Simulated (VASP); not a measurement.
Set up this calculation in VASP 6.6.1, as the native input.

```
Task                   : single point
Functional             : PBEsol
Potentials or basis    : VASP PAW PBE potentials, release 64 (Ti_sv, Al)
Cutoff                 : 520 eV
k mesh                 : 18 × 18 × 6
Occupations            : gaussian, width 0.15 eV
Spin                   : no spin polarisation
Dipole correction      : no
Further INCAR settings : ALGO = Fast; EDIFF = 1e-06; NBANDS = 28
```

The structure of Ti3Al lies in POSCAR:

```
Ti3Al
1.0
    2.8120499633      0.0000000000      0.0000000000
   -1.4060249816      2.4353067049      0.0000000000
    0.0000000000      0.0000000000      9.4302095518
Ti Al
3 1
Direct
    0.6666666667      0.3333333333      0.0000000000
    0.3333333333      0.6666666667      0.7511732072
    0.3333333333      0.6666666667      0.2488267928
    0.6666666667      0.3333333333      0.5000000000
```

These files were run (other wordings do the same):

INCAR

```
PREC = Accurate
ENCUT = 520
EDIFF = 1E-6
ISMEAR = 0
SIGMA = 0.15
LREAL = False
LASPH = True
NELM = 60
ALGO = Fast
ISIF = 2
LWAVE = False
LCHARG = False
GGA = PS
NBANDS = 28
```

KPOINTS

```
regular mesh
0
Gamma
  18 18 6
```

Potentials or basis: VASP PAW PBE potentials, release 64 (Ti_sv, Al).

The run is started by

```bash
$ cat potpaw_PBE.64/Ti_sv/POTCAR potpaw_PBE.64/Al/POTCAR > POTCAR
$ mpirun -np 1 vasp_std > vasp.out
```

Results of the run:

```yaml
Pressure: 2.7 GPa
Largest_force: 0.184 eV/Å
Band_gap_on_the_k_mesh: zero (an odd number of electrons rules out a gap without spin polarisation)
```

Caveat: the PAW data sets were made with another functional, which shifts forces and pressure a little.

Wall time 6.9 min on 1 thread of Intel(R) Xeon(R) 6975P-C (Granite Rapids), with other jobs on the host, peak memory 0.34 GiB.
